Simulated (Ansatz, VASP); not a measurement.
# TaS2 in VASP and in Ansatz

```
CELL_PARAMETERS angstrom
3.39409 0.00000 0.00000
-1.69704 2.93936 0.00000
0.00000 0.00000 5.93711
ATOMIC_POSITIONS crystal
Ta 0.00000 0.00000 0.00000
S 0.33333 0.66667 0.25000
S 0.66667 0.33333 0.75000
```

Change from the starting cell: volume scaled by 1.04.

Alike in both runs: task single point; functional PBE; k mesh 9 × 9 × 5; occupations fermi-dirac, width 0.03 eV; no spin polarisation.

|  | VASP | Ansatz |
| --- | --- | --- |
| version | VASP 6.6.1 | Ansatz 0.2.0 |
| potentials or method | VASP PAW PBE potentials, release 64 (Ta_pv, S), cutoff 500 eV | all-electron LAPW, scalar-relativistic |

```tsv
	VASP	Ansatz	Ansatz less VASP
pressure (GPa)	3.3	3.4	+0.06
traceless stress, the component that is largest in VASP (GPa)	3.21	3.15	-0.059
rms of the force components (eV/Å)	0.281	0.277	-0.0032
```

Atom by atom the forces differ by 0.003 eV/Å (rms over components). Ansatz ran all-electron here, and VASP with PAW potentials.

Spin-orbit coupling is off throughout.
